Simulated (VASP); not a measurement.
The system is Rh.

```
CELL_PARAMETERS angstrom
2.69175 0.00000 0.00000
-1.34587 2.33112 0.00000
0.00000 0.00000 8.79807
ATOMIC_POSITIONS crystal
Rh 0.00000 0.00000 0.00000
Rh 0.00000 0.00000 0.50000
Rh 0.33333 0.66667 0.25000
Rh 0.66667 0.33333 0.75000
```

```yaml
Program: VASP 6.6.1
Task: relaxation of cell and atoms
Functional: LDA
Potentials_or_basis: VASP PAW LDA potentials, release 64 (Rh_pv)
Cutoff: 600 eV
k_mesh: 10 × 10 × 3
Occupations: fermi-dirac, width 0.1 eV
Spin: no spin polarisation
```

At the start: pressure -10.8 GPa; volume 13.80 Å³/atom.

Task: How do energy, volume and symmetry change on relaxing?

Result: Over 9 steps the energy falls by 17.9 meV/atom and the volume is 13.29 Å³/atom (-3.7 %); space group P6_3/mmc (No. 194, to 0.05 Å).

The path:
| step | energy change (eV) | largest force (eV/Å) | pressure (GPa) | volume (Å³) |
| --- | --- | --- | --- | --- |
| 1 | 0.0000 | 0.0000 | -10.79 | 55.21 |
| 2 | 0.5058 | 0.0000 | 40.49 | 48.11 |
| 3 | -0.0715 | 0.0000 | -0.46 | 53.24 |
| 4 | -0.0716 | 0.0000 | -0.07 | 53.17 |
| 5 | -0.0715 | 0.0000 | 0.16 | 53.13 |
| 6 | -0.0715 | 0.0000 | -0.35 | 53.22 |
| 7 | -0.0716 | 0.0000 | -0.05 | 53.17 |
| 8 | -0.0716 | 0.0000 | -0.03 | 53.16 |
| 9 | -0.0716 | 0.0000 | 0.01 | 53.16 |

Final structure:
```yaml
crystal:
  lattice:
    - [2.65716, 0.00000, 0.00000]
    - [-1.32858, 2.30116, 0.00000]
    - [0.00000, 0.00000, 8.69327]
  atoms:
    - { symbol: Rh, position: [0.00000, 0.00000, 0.00000] }
    - { symbol: Rh, position: [0.00000, 0.00000, 0.50000] }
    - { symbol: Rh, position: [0.33333, 0.66667, 0.25000] }
    - { symbol: Rh, position: [0.66667, 0.33333, 0.75000] }
```
